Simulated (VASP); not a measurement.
Crystal: AlN.

```
Al N
1.0
     0.00000    2.18488    2.18488
     2.18488    0.00000    2.18488
     2.18488    2.18488    0.00000
Al N
1 1
Direct
  0.00000 0.00000 0.00000
  0.75000 0.75000 0.75000
```

Base run:

| Quantity | Value |
| --- | --- |
| Program | VASP 6.6.1 |
| Functional | r2SCAN |
| Potentials or basis | VASP PAW PBE potentials, release 64 (Al, N) |
| Cutoff | 520 eV |
| k mesh | 10 × 10 × 10 |
| Occupations | gaussian, width 0.01 eV |
| Spin | no spin polarisation |

Its results: band gap on the k mesh 3.93 eV, indirect (least direct gap 4.88 eV); pressure -0.4 GPa.

**Question.** The run is repeated on the same cell with these changes: functional from r2SCAN to LDA; potentials or basis from VASP PAW PBE potentials, release 64 (Al, N) to VASP PAW LDA potentials, release 64 (Al, N). What comes out?

**Answer.** Band gap on the k mesh 3.22 eV, indirect (least direct gap 4.22 eV); pressure -3.3 GPa.

Caveats: the PAW data sets were made with another functional, which shifts forces and pressure a little (some runs).

A k mesh can miss the band edges.
